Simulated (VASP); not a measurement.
Wanted: the native input for a VASP 6.6.1 run.

- Task: single point
- Functional: PBE
- Dispersion: D3(BJ)
- Potentials or basis: VASP PAW PBE potentials, release 64 (Nb_sv)
- Cutoff: 520 eV
- k mesh: 8 × 8 × 8
- Occupations: methfessel-paxton, width 0.01 eV
- Spin: non-collinear spin, zero start, spin-orbit coupling
- Starting moments: [[0.0, 0.0, 0.0]] μB
- Dipole correction: no
- Further INCAR settings: ALGO = Normal; EDIFF = 1e-06; NBANDS = 24

The structure of Nb lies in POSCAR:

```
Nb
1.0
    0.0000000000      2.1564811194      2.1564811194
    2.1564811194      0.0000000000      2.1564811194
    2.1564811194      2.1564811194      0.0000000000
Nb
1
Direct
    0.0000000000      0.0000000000      0.0000000000
```

This isn't the form of Nb at room conditions, which is bcc.

The input as run:

INCAR

```
SYSTEM = Nb
PREC     = Accurate       ! precision mode
ENCUT    = 520            ! plane-wave cutoff, eV
EDIFF    = 1E-6           ! SCF threshold, eV
ISMEAR   = 1              ! smearing method
SIGMA    = 0.01           ! smearing width, eV
LREAL    = .FALSE.        ! projectors in reciprocal space
LASPH    = .TRUE.         ! aspherical terms in the spheres
NELM     = 150            ! most SCF steps
ALGO     = Normal         ! electronic algorithm
ISIF     = 2              ! what is computed and relaxed
LWAVE    = .FALSE.        ! write WAVECAR
LCHARG   = .FALSE.        ! write CHGCAR
MAGMOM   = 0 0 0          ! initial moments
LORBIT   = 11             ! projections on sites
LSORBIT  = .TRUE.         ! spin-orbit coupling
GGA_COMPAT= .FALSE.      
LORBMOM  = .TRUE.       
LMAXMIX  = 4              ! l up to which the mixer works
GGA      = PE             ! functional
IVDW     = 12             ! dispersion correction
NBANDS   = 24             ! bands
```

KPOINTS

```
Automatic mesh
0
G
  8 8 8
  0 0 0
```

Potentials or basis: VASP PAW PBE potentials, release 64 (Nb_sv).

Launch:

```bash
$ cat potpaw_PBE.64/Nb_sv/POTCAR > POTCAR
$ mpirun -np 1 vasp_ncl > vasp.out
```

It gave:

The pressure is -15.8 GPa, the net moment is 0.00 μB per cell and the valence electrons inside the program's atomic spheres are Nb 10.56. The dispersion energy per atom is -0.658 eV.

Caveat: the cell stands under tension.

Run time: 38 s on 1 thread of Intel Xeon 8259CL (shared host), peak memory 0.21 GiB.
